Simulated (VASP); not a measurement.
Runs of VASP 6.6.1 on Pt. The structure is that of space group Fm-3m (No. 225), or close to it. The cells are those of the table. 

| cell | gap on the mesh (eV) | pressure (GPa) |
| --- | --- | --- |
| a = 2.810 Å, angles 60.0°, 1 atom | none | -0.7 |
| a = 2.657 Å, angles 60.0°, 1 atom | none | (b) |
| a = 2.736 Å, angles 60.0°, 1 atom | none | (a) |
| a = 2.773 Å, angles 60.0°, 1 atom | none | 10.0 |
| a = 2.845 Å, angles 60.0°, 1 atom | none | -8.9 |
| a = 2.697 Å, angles 60.0°, 1 atom | none | 41.1 |
| a = 2.880 Å, angles 60.0°, 1 atom | none | -15.3 |

Alike in all rows: task single point; level PBE; potentials or basis VASP PAW PBE potentials, release 64 (Pt); no spin polarisation; k mesh 12 × 12 × 12; cutoff (eV) 520; smearing fermi-dirac 0.1 eV.

Task: Fill in the values left out.

Result: (a) 23.6; (b) 63.4.

Caveats: spin-orbit coupling is left out, which moves the levels of the heavy elements.

A k mesh can miss the band edges, and the runs leave out spin-orbit coupling on Pt.

A gap of «none» marks levels without a gap at the run's occupations.
